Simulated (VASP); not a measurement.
# Be (P6_3/mmc) in VASP: a series of runs, part 3 of 3

VASP 6.6.1. The steps go on from the part before.

### 5 Relaxation of cell and atoms, PBEsol, target pressure 10 GPa, at which the enthalpy is minimised

Contents of INCAR:

```
  PREC = Accurate
  ENCUT = 600
  EDIFF = 1E-6
  ISMEAR = -1
  SIGMA = 0.05
  LREAL = False
  LASPH = True
  NELM = 100
  ALGO = Normal
  ISIF = 3
  LWAVE = False
  LCHARG = False
  GGA = PS
  IBRION = 2
  NSW = 60
  EDIFFG = -0.01
  PSTRESS = 100.0
```

Contents of KPOINTS:

```
regular mesh
0
Gamma
  13 13 8
```

Contents of POSCAR:

```
Be
1.0
    2.2853000000      0.0000000000      0.0000000000
   -1.1426500000      1.9791278553      0.0000000000
    0.0000000000      0.0000000000      3.5842000000
Be
2
Direct
    0.6666666667      0.3333333333      0.7500000000
    0.3333333333      0.6666666667      0.2500000000
```

Potentials or basis: VASP PAW PBE potentials, release 64 (Be).

Started as:

```bash
$ cat potpaw_PBE.64/Be/POTCAR > POTCAR
$ mpirun -np 1 vasp_std > vasp.out
```

OUTCAR:

```text
PREC = Accurate
   ENCUT = 600
   EDIFF = 1E-6
   ISMEAR = -1
   LREAL = False
   LASPH = True
   NELM = 100
   ISIF = 3
   GGA = PS
   IBRION = 2
   NSW = 60
   EDIFFG = -0.01
   PSTRESS = 100.0

 ion  position               nearest neighbor table
   1  0.667  0.333  0.750-   2 2.23   2 2.23   2 2.23   2 2.23   2 2.23   2 2.23
   2  0.333  0.667  0.250-   1 2.23   1 2.23   1 2.23   1 2.23   1 2.23   1 2.23

  LATTYP: Found a hexagonal cell.
 ALAT       =     2.2853000000
 C/A-ratio  =     1.5683717674

  Lattice vectors:

 A1 = (   2.2853000000,   0.0000000000,   0.0000000000)
 A2 = (  -1.1426500000,   1.9791278553,   0.0000000000)
 A3 = (   0.0000000000,   0.0000000000,   3.5842000000)

Analysis of symmetry for initial positions (statically):
=====================================================================
 Subroutine PRICEL returns:
 Original cell was already a primitive cell.

 Routine SETGRP: Setting up the symmetry group for a
 hexagonal supercell.

 Subroutine GETGRP returns: Found 24 space group operations
 (whereof 12 operations were pure point group operations)
 out of a pool of 24 trial point group operations.

The static configuration has the point symmetry D_3d.
 The point group associated with its full space group is D_6h.

Analysis of symmetry for dynamics (positions and initial velocities):
=====================================================================
 Subroutine PRICEL returns:
 Original cell was already a primitive cell.

 Routine SETGRP: Setting up the symmetry group for a
 hexagonal supercell.

 Subroutine GETGRP returns: Found 24 space group operations
 (whereof 12 operations were pure point group operations)
 out of a pool of 24 trial point group operations.

The dynamic configuration has the point symmetry D_3d.
 The point group associated with its full space group is D_6h.

[... 119 lines left out ...]
  volume/ion in A,a.u.               =       8.11        54.70
  Fermi-wavevector in a.u.,A,eV,Ry     =   1.026814  1.940397 14.345258  1.054347
  Thomas-Fermi vector in A             =   2.160726
   LORBIT       =      0    0 simple, 1 ext, 2 COOP (PROOUT), +10 PAW based schemes
   GGA     = PS    functional components
   LHFCALC =     F    Hartree Fock is set to
   AEXX    =    0.0000 exact exchange contribution
   IVDW    =     0    specifies the selected vdW correction
   LEPSILON=     F    determine dielectric tensor
   LRPA    =     F    only Hartree local field effects (RPA)
 conjugate gradient relaxation of ions
 non-spin polarized calculation
  energy-cutoff  :      600.00
  volume of cell :       16.21
 maximum number of plane-waves:       555
   NGX =  9   NGY =  9   NGZ = 15

--------------------------------------- Ionic step        1  -------------------------------------------

 number of electron       4.0000000 magnetization

 Free energy of the ion-electron system (eV)
  ---------------------------------------------------
  ext. energy  EPLUGINS =         0.00000000
  ---------------------------------------------------
  free energy    TOTEN  =        -7.98847743 eV

  energy without entropy =       -7.98739828  energy(sigma->0) =       -7.98793785

------------------------ aborting loop because EDIFF is reached ----------------------------------------

  FORCE on cell =-STRESS in cart. coord.  units (eV):
  Direction    XX          YY          ZZ          XY          YZ          ZX
  --------------------------------------------------------------------------------------
  -------------------------------------------------------------------------------------
  Total       -0.3282490     -0.3282490     -0.4084964      0.0000000     -0.0000000      0.0000000
  in kB      -32.4417770    -32.4417770    -40.3728567      0.0000000     -0.0000000      0.0000000
  external PRESSURE =    -135.0854703 kB  Pullay stress =     100.0000000 kB
[... 101 lines left out ...]
--------------------------------------- Ionic step        4  -------------------------------------------

 number of electron       4.0000000 magnetization

 Free energy of the ion-electron system (eV)
  ---------------------------------------------------
  ext. energy  EPLUGINS =         0.00000000
  ---------------------------------------------------
  free energy    TOTEN  =        -7.96148555 eV

  energy without entropy =       -7.96062879  energy(sigma->0) =       -7.96105717

 E-fermi :   7.4557     XC(G=0): -10.8627

 val. band max:        7.3490804335   @ k =   0.2308   0.1538   0.0000
 cond. band min:       7.5584441146   @ k =   0.3077   0.1538   0.0000
 fundamental gap:      0.2093636810
 Fermi energy:         7.4556580891

 k-point     1 :       0.0000    0.0000    0.0000
  band No.  band energies     occupation
      1      -4.1066      2.00000
      2       2.9329      2.00000
      3       9.0889      0.00000
      4      24.6035      0.00000
      5      24.6035      0.00000
      6      27.6154      0.00000
[... 199 lines left out ...]
 k-point    24 :       0.1538    0.0000    0.1250
  band No.  band energies     occupation
      1      -3.2703      2.00000
      2       3.0526      2.00000
      3      10.3495      0.00000
      4      20.2833      0.00000
      5      21.9796      0.00000
      6      26.8557      0.00000

 [... further k-points ...]
[... 5 lines left out ...]
  --------------------------------------------------------------------------------------
  -------------------------------------------------------------------------------------
  Total        0.9075185      0.9075185      0.9263246      0.0000000     -0.0000000      0.0000000
  in kB       99.2948146     99.2948146    101.3524460      0.0000000     -0.0000000      0.0000000
  external PRESSURE =      -0.0193083 kB  Pullay stress =     100.0000000 kB
[... 21 lines left out ...]
  energy  without entropy=       -7.9606287859  energy(sigma->0) =       -7.96105717

  enthalpy is  TOTEN    =        -7.0475218664 eV   P V=        0.9139636856

 reached required accuracy - stopping structural energy minimisation
```

Run time: 8.4 s. Hardware: 1 thread of AMD EPYC 9R45 (Zen 5), shared host; peak memory 0.1 GiB.

Results:

| Property | Result |
| --- | --- |
| Free energy | -7.9615 eV |
| Relaxed volume | 7.32 Å³/atom |
| Relaxed cell | a = 2.207 Å, b = 2.207 Å, c = 3.470 Å, α = 90.00°, β = 90.00°, γ = 120.00° |
| Space group after relaxing (to 0.05 Å) | P6_3/mmc (No. 194) |
| Energy change on relaxing (the enthalpy is what falls) | +13.5 meV/atom |
| Ionic steps | 4 |
| Pressure after relaxing | 10.0 GPa |
| Band gap on the k mesh | zero (band 2 reaches 8.78 eV, above the bottom of band 3 at 7.12 eV) |

Step by step:
```tsv
step	energy change (eV)	largest force (eV/Å)	pressure (GPa)	volume (Å³)
1	0.0000	0.0000	-3.51	16.21
2	0.0262	0.0000	9.88	14.66
3	0.0268	0.0000	9.97	14.65
4	0.0270	0.0000	10.00	14.64
```

Final structure:
```
Be
1.0
     2.20744    0.00000    0.00000
    -1.10372    1.91170    0.00000
     0.00000    0.00000    3.47001
Be
2
Direct
  0.66667 0.33333 0.75000
  0.33333 0.66667 0.25000
```

Caveat: the cell is relaxed towards a set pressure, so the enthalpy falls and the energy may rise; the PAW data sets were made with another functional, which shifts forces and pressure a little.

### 6 Relaxation of cell and atoms, PBEsol, target pressure 20 GPa, at which the enthalpy is minimised

Contents of INCAR:

```
SYSTEM = Be
  PREC = Accurate
  ENCUT = 600
  EDIFF = 1E-6
  ISMEAR = -1
  SIGMA = 0.05
  LREAL = .False.
  LASPH = .True.
  NELM = 80
  ALGO = Fast
  ISIF = 3
  LWAVE = .False.
  LCHARG = .False.
  GGA = PS
  IBRION = 2
  NSW = 60
  EDIFFG = -0.01
  PSTRESS = 200.0
```

Contents of KPOINTS:

```
regular mesh
0
Gamma
  13 13 8
  0 0 0
```

POSCAR is that of step 5.

Potentials or basis: VASP PAW PBE potentials, release 64 (Be).

Started as:

```bash
$ cat potpaw_PBE.64/Be/POTCAR > POTCAR
$ mpirun -np 1 vasp_std > vasp.out
```

Run time: 14 s. Hardware: 1 thread of AMD EPYC 9R45 (Zen 5), shared host; peak memory 0.1 GiB.

The run converged. Its results:

| Property | Result |
| --- | --- |
| Free energy | -7.8836 eV |
| Relaxed volume | 6.90 Å³/atom |
| Relaxed cell | a = 2.162 Å, b = 2.162 Å, c = 3.409 Å, α = 90.00°, β = 90.00°, γ = 120.00° |
| Space group after relaxing (to 0.05 Å) | P6_3/mmc (No. 194) |
| Energy change on relaxing (the enthalpy is what falls) | +52.4 meV/atom |
| Ionic steps | 7 |
| Pressure after relaxing | 20.1 GPa |
| Band gap on the k mesh | zero (band 2 reaches 9.32 eV, above the bottom of band 3 at 7.64 eV) |

Step by step:
| step | energy change (eV) | largest force (eV/Å) | pressure (GPa) | volume (Å³) |
| --- | --- | --- | --- | --- |
| 1 | 0.0000 | 0.0000 | -3.51 | 16.21 |
| 2 | 0.1360 | 0.0000 | 23.32 | 13.58 |
| 3 | 0.1046 | 0.0000 | 20.08 | 13.81 |
| 4 | 0.0990 | 0.0000 | 19.47 | 13.85 |
| 5 | 0.0996 | 0.0000 | 19.51 | 13.84 |
| 6 | 0.0997 | 0.0000 | 19.51 | 13.84 |
| 7 | 0.1049 | 0.0000 | 20.08 | 13.80 |

Final structure:
```xyz
2
Lattice="2.1621 0.0000 0.0000 -1.0811 1.8724 0.0000 0.0000 0.0000 3.4091" Properties=species:S:1:pos:R:3 pbc="T T T"
Be    1.0811    0.6241    2.5569
Be    0.0000    1.2483    0.8523
```

Levels at points of the mesh, in eV from the Fermi level:
| k point | band 1 | band 2 | band 3 | band 4 | band 5 | band 6 |
| --- | --- | --- | --- | --- | --- | --- |
| (0.00, 0.00, 0.00) | -11.87 | -4.76 | 1.83 | 18.03 | 18.03 | 21.15 |
| (0.00, 0.00, 0.50) | -9.61 | -9.61 | 12.07 | 12.07 | 19.88 | 19.88 |

Caveat: the cell is relaxed towards a set pressure, so the enthalpy falls and the energy may rise; the PAW data sets were made with another functional, which shifts forces and pressure a little.

### 7 Overview

```csv
level,cell,gap on the mesh (eV),pressure (GPa)
PBEsol+D4,relaxed,none,0.1
PBEsol,relaxed to 2 GPa,none,2.1
PBEsol,relaxed to 5 GPa,none,5.2
PBEsol,relaxed to 10 GPa,none,10.0
PBEsol,relaxed to 20 GPa,none,20.1
```

Alike in all rows: task relaxation of cell and atoms; potentials or basis VASP PAW PBE potentials, release 64 (Be); no spin polarisation; k mesh 13 × 13 × 8; cutoff (eV) 600; smearing fermi-dirac 0.05 eV.

Caveats: the PAW data sets were made with another functional, which shifts forces and pressure a little; the cell is relaxed towards a set pressure, so the enthalpy falls and the energy may rise (some runs); pairwise dispersion overbinds metals, which lowers pressure and volume (some runs).

Absolute energies hang on the potentials; compare differences alone.
